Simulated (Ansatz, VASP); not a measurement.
**CaSe in VASP and in Ansatz**

```
Ca Se
1.0
     4.90341    0.00000    0.00000
    -2.45171    4.24648    0.00000
     0.00000    0.00000    5.75579
Ca Se
2 2
Direct
  0.33333 0.66667 0.93750
  0.66667 0.33333 0.43750
  0.33333 0.66667 0.43750
  0.66667 0.33333 0.93750
```

Alike in both runs: task single point; functional r2SCAN; k mesh 6 × 6 × 4; no spin polarisation.

|  | VASP | Ansatz |
| --- | --- | --- |
| version | VASP 6.6.1 | Ansatz 0.2.0 |
| potentials or method | VASP PAW PBE potentials, release 64 (Ca_sv, Se) | plane waves, PAW |
| plane-wave cutoff (eV) | 520 | 500 |
| occupations | gaussian, width 0.01 eV | fixed |
| valence electrons in the cell | 32 | 52 |

|  | VASP | Ansatz | Ansatz less VASP |
| --- | --- | --- | --- |
| gap on the k mesh at the Fermi level (eV) | 2.76 | 2.76 | +0.003 |
| pressure (GPa) | 3.1 | 2.8 | -0.26 |
| traceless stress, the component that is largest in VASP (GPa) | 0.38 | 0.36 | -0.015 |

VASP's potentials were made for PBE, not for r2SCAN. VASP's potentials hold 32 valence electrons a cell and Ansatz's 52, so a difference there can come from the potentials and not from the codes. Ansatz's warnings: structure snapped to symmetry.
